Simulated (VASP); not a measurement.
The system is Ti3Al.

```xyz
4
Lattice="2.9275 0.0000 0.0000 -1.4638 2.5353 0.0000 0.0000 0.0000 9.2264" Properties=species:S:1:pos:R:3 pbc="T T T"
Ti    0.0000    1.6902    2.3011
Ti    0.0000    1.6902    6.9253
Ti    1.4638    0.8451    0.0000
Al    1.4638    0.8451    4.6132
```

Program: VASP 6.6.1. Alike in all runs: task single point; no spin polarisation; cell as given; k mesh 6 × 6 × 2; cutoff (eV) 520; smearing fermi-dirac 0.05 eV.

Problem. Order these runs on this cell by their pressure, lowest first.
A. level LDA; potentials or basis VASP PAW LDA potentials, release 64 (Ti_sv, Al)
B. level r2SCAN; potentials or basis VASP PAW PBE potentials, release 64 (Ti_sv, Al)
C. level PBEsol; potentials or basis VASP PAW PBE potentials, release 64 (Ti_sv, Al)

Solution. A (-7.0 GPa), C (-3.5 GPa), B (-0.5 GPa).

Caveats: all runs use coarse meshes; the PAW data sets were made with another functional, which shifts forces and pressure a little (some runs).
